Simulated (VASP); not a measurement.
# Al2O3 (R-3c) in VASP: single point with HSE06

Aim: the single point of Al2O3 with HSE06.

Program: VASP 6.6.1. These are calculated values, not measurements. Logs are shortened: lines on timing, memory, paths and dates and some standing lists are left out, and cuts for length are marked.

## 1. The cell of the first run

It takes space group R-3c (No. 167, trigonal). The conventional cell has a = 4.808 Å, b = 4.808 Å, c = 13.123 Å, α = 90.00°, β = 90.00°, γ = 120.00°. Al (site symmetry 3) has 6 O at 1.87 to 1.99 Å within 2.5 Å. Within 2.9 Å of O (site symmetry 2) lie 4 Al at 1.87 to 1.99 Å and 12 O at 2.55 to 2.90 Å.

## 2. Single point, HSE06

POSCAR reads:

```
Al2O3
1.0
    2.4039417600      1.3879164200      4.3742070900
   -2.4039417600      1.3879164250      4.3742070950
    0.0000000000     -2.7758328450      4.3742070950
Al O
4 6
Direct
    0.6478877100      0.6478877100      0.6478877100
    0.8521122900      0.8521122900      0.8521122900
    0.1478877100      0.1478877100      0.1478877100
    0.3521122900      0.3521122900      0.3521122900
    0.4438508600      0.0561491400      0.7500000000
    0.9438508600      0.2500000000      0.5561491400
    0.0561491400      0.7500000000      0.4438508600
    0.7500000000      0.4438508600      0.0561491400
    0.2500000000      0.5561491400      0.9438508600
    0.5561491400      0.9438508600      0.2500000000
```

INCAR.step1 reads:

```
SYSTEM = Al2O3
ALGO = Normal
EDIFF = 1E-5
ENCUT = 520
GGA = PE
ISIF = 2
ISMEAR = -1
LASPH = .TRUE.
LCHARG = .FALSE.
LREAL = .FALSE.
LWAVE = .TRUE.
NBANDS = 35
NELM = 80
PREC = Accurate
SIGMA = 0.01
```

INCAR.step2 reads:

```
SYSTEM = Al2O3
ALGO = Normal
EDIFF = 1E-6
ENCUT = 520
GGA = PE
HFSCREEN = 0.2079
ISIF = 2
ISMEAR = -1
ISTART = 1
LASPH = .TRUE.
LCHARG = .FALSE.
LHFCALC = .TRUE.
LREAL = .FALSE.
LWAVE = .FALSE.
NBANDS = 35
NELM = 80
PREC = Accurate
PRECFOCK = Fast
SIGMA = 0.01
```

KPOINTS reads:

```
Automatic mesh
0
Gamma
  1 2 2
  0.25 0.25 0.25
```

Potentials or basis: VASP PAW PBE potentials, release 64 (Al, O).

Command:

```bash
$ cat potpaw_PBE.64/Al/POTCAR potpaw_PBE.64/O/POTCAR > POTCAR
$ cp INCAR.step1 INCAR
$ mpirun -np 1 vasp_std > vasp.out
$ cp INCAR.step2 INCAR
$ mpirun -np 1 vasp_std > vasp.out
```

OUTCAR:

```text
SYSTEM = Al2O3
   EDIFF = 1E-6
   ENCUT = 520
   GGA = PE
   HFSCREEN = 0.2079
   ISIF = 2
   ISMEAR = -1
   ISTART = 1
   LASPH = .TRUE.
   LHFCALC = .TRUE.
   LREAL = .FALSE.
   NELM = 80
   PREC = Accurate
   PRECFOCK = Fast

 ion  position               nearest neighbor table
   1  0.648  0.648  0.648-   9 1.87   6 1.87  10 1.87   7 1.99   8 1.99   5 1.99   2 2.68   4 2.82
                             4 2.82   4 2.82   2 3.25   2 3.25   2 3.25
   2  0.852  0.852  0.852-   9 1.87  10 1.87   6 1.87   5 1.99   8 1.99   7 1.99   1 2.68   3 2.82
                             3 2.82   3 2.82   1 3.25   1 3.25   1 3.25
   3  0.148  0.148  0.148-   8 1.87   5 1.87   7 1.87  10 1.99   9 1.99   6 1.99   4 2.68   2 2.82
                             2 2.82   2 2.82   4 3.25   4 3.25   4 3.25
   4  0.352  0.352  0.352-   8 1.87   7 1.87   5 1.87   6 1.99   9 1.99  10 1.99   3 2.68   1 2.82
                             1 2.82   1 2.82   3 3.25   3 3.25   3 3.25
   5  0.444  0.056  0.750-   3 1.87   4 1.87   2 1.99   1 1.99
   6  0.944  0.250  0.556-   1 1.87   2 1.87   4 1.99   3 1.99
   7  0.056  0.750  0.444-   4 1.87   3 1.87   1 1.99   2 1.99
   8  0.750  0.444  0.056-   4 1.87   3 1.87   1 1.99   2 1.99
   9  0.250  0.556  0.944-   1 1.87   2 1.87   4 1.99   3 1.99
  10  0.556  0.944  0.250-   2 1.87   1 1.87   3 1.99   4 1.99

  LATTYP: Found a trigonal (rhomboedric) cell.
 ALAT       =     5.1806308205
 COS(alpha) =     0.5693617618

  Lattice vectors:

 A1 = (   2.4039417600,   1.3879164200,   4.3742070900)
 A2 = (  -2.4039417600,   1.3879164250,   4.3742070950)
 A3 = (   0.0000000000,  -2.7758328450,   4.3742070950)

Analysis of symmetry for initial positions (statically):
=====================================================================
 Subroutine PRICEL returns:
 Original cell was already a primitive cell.

 Routine SETGRP: Setting up the symmetry group for a
 trigonal (rhombohedral) supercell.

 Subroutine GETGRP returns: Found 12 space group operations
 (whereof  6 operations were pure point group operations)
 out of a pool of 12 trial point group operations.

The static configuration has the point symmetry S_6 .
 The point group associated with its full space group is D_3d.

Analysis of symmetry for dynamics (positions and initial velocities):
=====================================================================
 Subroutine PRICEL returns:
 Original cell was already a primitive cell.

 Routine SETGRP: Setting up the symmetry group for a
 trigonal (rhombohedral) supercell.

 Subroutine GETGRP returns: Found 12 space group operations
 (whereof  6 operations were pure point group operations)
 out of a pool of 12 trial point group operations.

The dynamic configuration has the point symmetry S_6 .
 The point group associated with its full space group is D_3d.

 Subroutine INISYM returns: Found 12 space group operations
 (whereof  6 operations are pure point group operations),
 and found     1 'primitive' translations

----------------------------------------------------------------------------------------

                                     Primitive cell

  volume of cell :      87.5665

  direct lattice vectors                    reciprocal lattice vectors
     2.403941760  1.387916420  4.374207090     0.207991728  0.120084080  0.076204287
    -2.403941760  1.387916425  4.374207095    -0.207991728  0.120084080  0.076204287
     0.000000000 -2.775832845  4.374207095    -0.000000000 -0.240168160  0.076204287

  length of vectors
     5.180630815  5.180630820  5.180630820     0.251967932  0.251967931  0.251967931

  position of ions in fractional coordinates (direct lattice)
     0.647887710  0.647887710  0.647887710
     0.852112290  0.852112290  0.852112290
     0.147887710  0.147887710  0.147887710
     0.352112290  0.352112290  0.352112290
     0.443850860  0.056149140  0.750000000
     0.943850860  0.250000000  0.556149140
     0.056149140  0.750000000  0.443850860
     0.750000000  0.443850860  0.056149140
     0.250000000  0.556149140  0.943850860
     0.556149140  0.943850860  0.250000000

  ion indices of the primitive-cell ions
   primitive index   ion index
                 1           1
                 2           2
[... 44 lines left out ...]
|                                                                             |
|     Results are often still useful ...                                      |
|                                                                             |
 -----------------------------------------------------------------------------

 WARNING: IBZKPT: internal override: KBLOWUP is changed to .FALSE.
      ... skipping the blow-up phase ...

 Subroutine IBZKPT returns following result:
 ===========================================

 Found      3 irreducible k-points:

 Following reciprocal coordinates:
            Coordinates               Weight
  0.250000  0.125000  0.125000      1.000000
  0.250000 -0.375000  0.125000      2.000000
  0.250000 -0.375000 -0.375000      1.000000
   k-points           NKPTS =      3   k-points in BZ     NKDIM =      4   number of bands    NBANDS=     35
   number of dos      NEDOS =    301   number of ions     NIONS =     10
   total plane-waves  NPLWV =  64000
   dimension x,y,z NGX =    40 NGY =   40 NGZ =   40
   dimension x,y,z NGXF=    80 NGYF=   80 NGZF=   80
   ions per type =               4   6
   NGX,Y,Z   is equivalent  to a cutoff of  12.84, 12.84, 12.84 a.u.
   NGXF,Y,Z  is equivalent  to a cutoff of  25.67, 25.67, 25.67 a.u.
 SYSTEM =  Al2O3
   PREC   = accura    normal or accurate (medium, high low for compatibility)
   ISTART =      1    job   : 0-new  1-cont  2-samecut
   ICHARG =      0    charge: 1-file 2-atom 10-const
   ISPIN  =      1    spin polarized calculation?
   LNONCOLLINEAR =      F non collinear calculations
   LSORBIT =      F    spin-orbit coupling
   LASPH  =      T    aspherical Exc in radial PAW
   ENCUT  =  520.0 eV  38.22 Ry    6.18 a.u.   9.63  9.63  9.63*2*pi/ulx,y,z
   NELM   =     80;   NELMIN=  2; NELMDL=  0     # of ELM steps
   EDIFF  = 0.1E-05   stopping-criterion for ELM
   LREAL  =      F    real-space projection
   EDIFFG = 0.1E-04   stopping-criterion for IOM
   NSW    =      0    number of steps for IOM
   IBRION =     -1    ionic relax: 0-MD 1-quasi-New 2-CG
   NFREE  =      0    steps in history (QN), initial steepest desc. (CG)
   ISIF   =      2    stress and relaxation
   ISYM   =      3    0-nonsym 1-usesym 2-fastsym
   POTIM  = 0.5000    time-step for ionic-motion
   TEBEG  =    0.0;   TEEND  =   0.0 temperature during run
   PSTRESS=    0.0 pullay stress
   NELECT =      48.0000    total number of electrons
   NUPDOWN=      -1.0000    fix difference up-down
   EMIN   =  10.00;   EMAX   =-10.00  energy-range for DOS
   EFERMI =   0.00;   METHOD = LEGACY
   ISMEAR =    -1;   SIGMA  =   0.01  broadening in eV -4-tet -1-fermi 0-gaus
   EFERMI_NEDOS =   21; number of points for ismear=-14 and -15
   IALGO  =     38    algorithm
   IMIX   =      1    mixing-type and parameters
     AMIX     =   0.40;   BMIX     =  1.00
     AMIX_MAG =   1.60;   BMIX_MAG =  1.00
  volume/ion in A,a.u.               =       8.76        59.09
  Fermi-wavevector in a.u.,A,eV,Ry     =   1.339808  2.531870 24.423628  1.795086
  Thomas-Fermi vector in A             =   2.468171
   LORBIT       =      0    0 simple, 1 ext, 2 COOP (PROOUT), +10 PAW based schemes
   GGA     = PE    functional components
   LHFCALC =     T    Hartree Fock is set to
   PRECFOCK=fast      Normal, Fast or Accurate (Low or Medium for compatibility)
   ENCUT4O =  -1.0   cutoff for four orbital integrals eV
   NKREDX  =     1    reduce k-point grid by
   NKREDY  =     1    reduce k-point grid by
   NKREDZ  =     1    reduce k-point grid by
   AEXX    =    0.2500 exact exchange contribution
   HFSCREEN=    0.2079 screening length (either q_TF or 0.3 A-1)
   HFSCREENC=   0.2079 screening length for correlation (either q_TF or 0.3 A-1)
   ENCUTFOCK=  -1.0 apply spherical cutoff to Coloumb kernel
   IVDW    =     0    specifies the selected vdW correction
   LEPSILON=     F    determine dielectric tensor
   LRPA    =     F    only Hartree local field effects (RPA)
 non-spin polarized calculation
  energy-cutoff  :      520.00
  volume of cell :       87.57
 maximum number of plane-waves:      2366
 NGX is ok and might be reduce to    40
  NGX = 20; NGY = 20; NGZ = 20

 number of electron      48.0000008 magnetization

 Free energy of the ion-electron system (eV)
  ---------------------------------------------------
  ext. energy  EPLUGINS =         0.00000000
  ---------------------------------------------------
  free energy    TOTEN  =       -90.47136435 eV

  energy without entropy =      -90.47136435  energy(sigma->0) =      -90.47136435

 E-fermi :   4.7359     XC(G=0):  -9.4624

 val. band max:        4.3894663638   @ k =   0.2500   0.1250   0.1250
 cond. band min:      13.0681869217   @ k =   0.2500   0.1250   0.1250
 fundamental gap:      8.6787205579
 Fermi energy:         4.7359309277

 k-point     1 :       0.2500    0.1250    0.1250
  band No.  band energies     occupation
      1     -15.9370      2.00000
      2     -13.9993      2.00000
      3     -13.6355      2.00000
      4     -13.4682      2.00000
      5     -13.3155      2.00000
      6     -13.1734      2.00000
[... 103 lines left out ...]
     34      19.5807      0.00000
     35      20.1392      0.00000

------------------------ aborting loop because EDIFF is reached ----------------------------------------

  FORCE on cell =-STRESS in cart. coord.  units (eV):
  Direction    XX          YY          ZZ          XY          YZ          ZX
  --------------------------------------------------------------------------------------
  -------------------------------------------------------------------------------------
  Total       -4.7877641     -4.7877641     -4.4697473      0.0000000      0.0000000      0.0000000
  in kB      -87.6002768    -87.6002768    -81.7816199      0.0000001      0.0000001      0.0000001
  external PRESSURE =     -85.6607245 kB  Pullay stress =       0.0000000 kB

 VOLUME and BASIS-vectors are now :
 -----------------------------------------------------------------------------
  energy-cutoff  :      520.00
  volume of cell :       87.57
      direct lattice vectors                 reciprocal lattice vectors
     2.403941760  1.387916420  4.374207090     0.207991728  0.120084080  0.076204287
    -2.403941760  1.387916425  4.374207095    -0.207991728  0.120084080  0.076204287
     0.000000000 -2.775832845  4.374207095    -0.000000000 -0.240168160  0.076204287

 POSITION                                       TOTAL-FORCE (eV/Angst)
 -----------------------------------------------------------------------------------
      0.00000      0.00000      8.50199         0.000000     -0.000000      0.025097
      0.00000      0.00000     11.18195         0.000000     -0.000000     -0.025097
      0.00000     -0.00000      1.94067         0.000000     -0.000000      0.025097
      0.00000     -0.00000      4.62064         0.000000     -0.000000     -0.025097
      0.93201     -1.38792      5.46776         0.040469     -0.000000     -0.000000
      1.66798      0.11319      7.65486         0.020235      0.035047     -0.000000
     -1.66798     -0.11319      5.46776        -0.020235     -0.035047      0.000000
      0.73596      1.50110      5.46776        -0.020235      0.035047      0.000000
     -0.73596     -1.50110      7.65486         0.020235     -0.035047      0.000000
     -0.93201      1.38792      7.65486        -0.040469      0.000000      0.000000
 -----------------------------------------------------------------------------------
    total drift:                                0.000001     -0.000002     -0.000001

  FREE ENERGIE OF THE ION-ELECTRON SYSTEM (eV)
  ---------------------------------------------------
  free  energy   TOTEN  =       -90.4713643511 eV

  energy  without entropy=      -90.4713643511  energy(sigma->0) =      -90.47136435
```

It took 81 s on 1 thread of Intel Xeon Platinum 8488C (Sapphire Rapids), shared host; peak memory 0.32 GiB.

Results:

```yaml
Free_energy: -90.4714 eV
Pressure: -8.6 GPa
Largest_force: 0.040 eV/Å
Band_gap_on_the_k_mesh: 8.68 eV
```

Forces on the atoms (eV/Å):
```
Al   0.000  0.000  0.025
Al   0.000  0.000 -0.025
Al   0.000  0.000  0.025
Al   0.000  0.000 -0.025
O    0.040  0.000  0.000
O    0.020  0.035  0.000
O   -0.020 -0.035  0.000
O   -0.020  0.035  0.000
O    0.020 -0.035  0.000
O   -0.040  0.000  0.000
```

Caveat: the k points lie up to 0.61 Å⁻¹ apart; the PAW data sets were made with another functional, which shifts forces and pressure a little; a shifted mesh leaves out Γ, where band edges can lie. A k mesh can miss the band edges.
